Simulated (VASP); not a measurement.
A run of VASP 6.6.1 is set up as follows.

INCAR

```
PREC = Accurate
ENCUT = 500
EDIFF = 1E-6
ISMEAR = -1
SIGMA = 0.02
LREAL = False
LASPH = True
NELM = 200
ALGO = Normal
ISIF = 2
LWAVE = False
LCHARG = True
MAGMOM = 0 0 0 0 0 0 0 0 0 0 0 0 0 0 0 0 0 0 0 0 0 0 0 0
LORBIT = 11
LSORBIT = True
GGA_COMPAT = False
LORBMOM = True
GGA = PE
LVHAR = True
NBANDS = 60
KPAR = 4
```

File KPOINTS:

```
Automatic mesh
0
Gamma
  8 8 8
```

The input POSCAR:

```
Al3GaAs4
1.0
    2.0073476998      1.1589427348     13.0983209234
   -2.0073476998      1.1589427348     13.0983209234
    0.0000000000     -2.3178854696     13.0983209234
Al Ga As
3 1 4
Direct
    0.9999776595     -0.0000223405     -0.0000223405
    0.2499703433      0.2499703433      0.2499703433
    0.4998457237      0.4998457237      0.4998457237
    0.7501025219      0.7501025219      0.7501025219
    0.3125559839      0.3125559839      0.3125559839
    0.5624704735      0.5624704735      0.5624704735
    0.8125900300      0.8125900300      0.8125900300
    0.0624872642      0.0624872642      0.0624872642
```

Potentials or basis: VASP PAW PBE potentials, release 64 (Al, Ga_d, As).

Command:

```sh
$ cat potpaw_PBE.64/Al/POTCAR potpaw_PBE.64/Ga_d/POTCAR potpaw_PBE.64/As/POTCAR > POTCAR
$ mpirun -np 4 vasp_ncl > vasp.out
```

Estimate the net moment.

0.00 μB per cell.

What does it give for the largest force?

0.053 eV/Å.

What does it give for the pressure?

2.3 GPa.

Forces on the atoms (eV/Å):
```
Al   0.000  0.000  0.001
Al   0.000  0.000  0.002
Al   0.000  0.000  0.020
Ga   0.000  0.000 -0.018
As   0.000  0.000 -0.003
As   0.000  0.000 -0.003
As   0.000  0.000  0.053
As   0.000  0.000 -0.051
```
